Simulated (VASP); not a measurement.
Here is a VASP 6.6.1 calculation.

Contents of POSCAR:

```
KCl
1.0
    0.0000000000      3.1448471320      3.1448471320
    3.1448471320      0.0000000000      3.1448471320
    3.1448471320      3.1448471320      0.0000000000
K Cl
1 1
Direct
    0.0000000000      0.0000000000      0.0000000000
    0.5000000000      0.5000000000      0.5000000000
```

INCAR.step1

```
SYSTEM = KCl
PREC = Accurate
ENCUT = 520
EDIFF = 1E-5
ISMEAR = 0
SIGMA = 0.01
LREAL = .False.
LASPH = .True.
NELM = 60
ALGO = Normal
ISIF = 2
LWAVE = .True.
LCHARG = .False.
GGA = PE
NBANDS = 15
```

The input INCAR.step2:

```
SYSTEM = KCl
PREC = Accurate
ENCUT = 520
EDIFF = 1E-6
ISMEAR = 0
SIGMA = 0.01
LREAL = .False.
LASPH = .True.
NELM = 60
ALGO = Normal
ISIF = 2
LWAVE = .False.
LCHARG = .False.
GGA = PE
LHFCALC = .True.
HFSCREEN = 0.2079
PRECFOCK = Normal
ISTART = 1
NBANDS = 15
```

Contents of KPOINTS:

```
regular mesh
0
Gamma
  3 3 3
  0 0 0
```

Potentials or basis: VASP PAW PBE potentials, release 64 (K_sv, Cl).

Run with:

```console
$ cat potpaw_PBE.64/K_sv/POTCAR potpaw_PBE.64/Cl/POTCAR > POTCAR
$ cp INCAR.step1 INCAR
$ mpirun -np 1 vasp_std > vasp.out
$ cp INCAR.step2 INCAR
$ mpirun -np 1 vasp_std > vasp.out
```

(1) Estimate the band gap on the k mesh.

(2) Predict the pressure.

Results:

(1) 6.50 eV, direct.

(2) 0.5 GPa.

Caveat: the k points lie up to 0.58 Å⁻¹ apart; the PAW data sets were made with another functional, which shifts forces and pressure a little.
